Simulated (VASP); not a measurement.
Input of a VASP 6.6.1 run:

Contents of INCAR:

```
ALGO     = Normal         # electronic algorithm
EDIFF    = 1E-7           # SCF threshold, eV
EDIFFG   = -0.04          # ionic threshold
ENCUT    = 600            # plane-wave cutoff, eV
GGA      = PE             # functional
IBRION   = 2              # ionic algorithm
ISIF     = 3              # what is computed and relaxed
ISMEAR   = 0              # smearing method
LASPH    = T              # aspherical terms in the spheres
LCHARG   = F              # write CHGCAR
LREAL    = F              # projectors in reciprocal space
LWAVE    = F              # write WAVECAR
NELM     = 100            # most SCF steps
NSW      = 90             # ionic steps
PREC     = Accurate       # precision mode
SIGMA    = 0.1            # smearing width, eV
```

File KPOINTS:

```
k-points
0
Gamma
  6 6 2
```

Contents of POSCAR:

```
Si3BTe2
1.0
    3.2136455988      0.0000000000      0.0000000000
    0.0000000000      3.2136455988      0.0000000000
    0.0000000000      0.0000000000     11.1487976765
Si B Te
3 1 2
Direct
    0.0000000000      0.0000000000      0.0000000000
    0.5000000000      0.0000000000      0.8418649196
    0.0000000000      0.5000000000      0.1581350804
    0.5000000000      0.5000000000      0.0000000000
    0.5000000000      0.0000000000      0.3454984985
    0.0000000000      0.5000000000      0.6545015015
```

Potentials or basis: VASP PAW PBE potentials, release 64 (Si, B, Te).

Command:

```bash
$ cat potpaw_PBE.64/Si/POTCAR potpaw_PBE.64/B/POTCAR potpaw_PBE.64/Te/POTCAR > POTCAR
$ mpirun -np 1 vasp_std > vasp.out
```

(1) Estimate the relaxed cell.

(2) What does it give for the band gap on the k mesh?

(3) Estimate the space group after relaxing (to 0.1 Å).

(4) Estimate the relaxed volume.

## Answers

(1) a = 3.342 Å, b = 3.342 Å, c = 10.261 Å, α = 90.00°, β = 90.00°, γ = 90.00°.

(2) zero (an odd number of electrons rules out a gap without spin polarisation).

(3) P-4m2 (No. 115).

(4) 19.10 Å³/atom.

Caveat: spin-orbit coupling is left out, which moves the levels of the heavy elements; this functional lacks dispersion, which binds layers or chains, so the pressure and a relaxed spacing across them are unreliable.
